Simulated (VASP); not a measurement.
A run of VASP 6.6.1:

INCAR

```
SYSTEM = Al
ALGO = Normal
EDIFF = 1E-6
ENCUT = 520
GGA = RE
ISIF = 2
ISMEAR = -1
LASPH = .TRUE.
LCHARG = .TRUE.
LELF = .TRUE.
LREAL = .FALSE.
LVHAR = .TRUE.
LWAVE = .FALSE.
NBANDS = 10
NELM = 80
PREC = Accurate
SIGMA = 0.1
```

The input KPOINTS:

```
k-points
0
G
  15 15 15
  0 0 0
```

POSCAR

```
Al
1.0
    0.0000000000      3.0425274299      3.0425274299
    3.0425274299      0.0000000000      3.0425274299
    3.0425274299      3.0425274299      0.0000000000
Al
2
Direct
    0.1250000000      0.1250000000      0.1250000000
    0.8750000000      0.8750000000      0.8750000000
```

Potentials or basis: VASP PAW PBE potentials, release 64 (Al).

Command:

```sh
$ cat potpaw_PBE.64/Al/POTCAR > POTCAR
$ mpirun -np 1 vasp_std > vasp.out
```

Hardware: 1 thread of Intel Xeon 8259CL (shared host).

Task: How long does it take, and how much memory?

Result: Run time: 45 s on 1 thread of Intel Xeon 8259CL, with other jobs on the host, peak memory 0.2 GiB. Counts: scf iterations 11, k points 120.
